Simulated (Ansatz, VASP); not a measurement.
**One calculation of HfB2, two programs**

Contents of INCAR:

```
SYSTEM = HfB2
  ALGO = Normal
  EDIFF = 1E-8
  ENCUT = 520
  GGA = PS
  ISIF = 2
  ISMEAR = -1
  LASPH = .TRUE.
  LCHARG = .FALSE.
  LEFG = .TRUE.
  LREAL = .FALSE.
  LWAVE = .FALSE.
  NBANDS = 15
  NELM = 80
  PREC = Accurate
  SIGMA = 0.05
```

The input KPOINTS:

```
k-points
0
G
  13 13 11
  0 0 0
```

POSCAR

```
HfB2
1.0
    3.1400001005     -0.0314000010     -0.0314000010
   -1.5971932488      2.7350198554     -0.0114931980
   -0.0348000000     -0.0348000000      3.4800000000
Hf B
1 2
Direct
    0.0000000000      0.0000000000      0.0000000000
    0.3333333333      0.6666666667      0.5000000000
    0.6666666667      0.3333333333      0.5000000000
```

Input for Ansatz:

```yaml
crystal:
  lattice:
    - [3.1400001005, -0.031400001, -0.031400001]
    - [-1.5971932488, 2.7350198554, -0.011493198]
    - [-0.0348, -0.0348, 3.48]
  atoms:
    - { symbol: Hf, position: [0.0, 0.0, 0.0] }
    - { symbol: B, position: [0.3333333333, 0.6666666667, 0.5] }
    - { symbol: B, position: [0.6666666667, 0.3333333333, 0.5] }
kpoints:
  mp_grid: { grid: [13, 13, 11] }
scf:
  occupations: { method: fermi_dirac, width: 0.05 }
hamiltonian:
  xc: pbesol
  pseudopotentials: { kind: all_electron, datasets: crystal }
output:
  forces: true
  stress: true
  eigenvalues: true
  efg: { contact_densities: true }
```

Change from the starting cell: equal xy, yz and zx shear strains of -2 %, crystal datasets.

Alike in both runs: task electric field gradients; functional PBEsol; k mesh 13 × 13 × 11; occupations fermi-dirac, width 0.05 eV; no spin polarisation.

```csv
,VASP,Ansatz
version,VASP 6.6.1,Ansatz 0.2.0
potentials or method,"VASP PAW PBE potentials, release 64 (Hf_pv, B), cutoff 520 eV","all-electron PAW with datasets made for the crystal, scalar-relativistic"
```

```csv
,VASP,Ansatz,Ansatz less VASP
pressure (GPa),-4.1,-3.9,+0.17
"traceless stress, the component that is largest in VASP (GPa)",5.57,5.54,-0.031
rms of the force components (eV/Å),0.011,0.012,+0.0004
size of Vzz on the site where it differs most (V/Å²),101.1,134.9,+33.83
```

VASP's potentials were made for PBE, not for PBEsol. Atom by atom the forces differ by 0.000 eV/Å (rms over components). Ansatz ran all-electron here, and VASP with PAW potentials.

Spin-orbit coupling is off throughout.
